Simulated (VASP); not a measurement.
Write the native input for VASP 6.6.1 that does the following.

```yaml
Task: single point
Functional: PBEsol
Potentials_or_basis: VASP PAW PBE potentials, release 64 (Sn_d, Se)
Cutoff: 520 eV
k_mesh: 8 × 8 × 8
Occupations: gaussian, width 0.05 eV
Spin: no spin polarisation
Dipole_correction: no
Further_INCAR_settings: ALGO = Normal; EDIFF = 1e-06; NBANDS = 32
```

The structure of Sn3Se lies in POSCAR:

```
Sn3Se
1.0
    4.7418790000      0.0000000000      0.0000000000
    0.0000000000      4.7418790000      0.0000000000
    0.0000000000      0.0000000000      4.7418790000
Sn Se
3 1
Direct
    0.5000000000      0.5000000000      0.0000000000
    0.5000000000      0.0000000000      0.5000000000
    0.0000000000      0.5000000000      0.5000000000
    0.0000000000      0.0000000000      0.0000000000
```

One way to write it, as run:

INCAR

```
PREC = Accurate
ENCUT = 520
EDIFF = 1E-6
ISMEAR = 0
SIGMA = 0.05
LREAL = F
LASPH = T
NELM = 100
ALGO = Normal
ISIF = 2
LWAVE = F
LCHARG = F
GGA = PS
NBANDS = 32
```

KPOINTS

```
Automatic mesh
0
Gamma
  8 8 8
```

Potentials or basis: VASP PAW PBE potentials, release 64 (Sn_d, Se).

Launch:

```console
$ cat potpaw_PBE.64/Sn_d/POTCAR potpaw_PBE.64/Se/POTCAR > POTCAR
$ mpirun -np 1 vasp_std > vasp.out
```

It gave:

```
Pressure               : -2.7 GPa
Band gap on the k mesh : zero (band 24 reaches 9.09 eV, above the bottom of band 25 at 6.66 eV)
```

Caveat: the PAW data sets were made with another functional, which shifts forces and pressure a little; spin-orbit coupling is left out, which moves the levels of the heavy elements.

Wall time 2.7 min on 1 thread of AMD EPYC 7R13, on a shared host, peak memory 0.23 GiB.
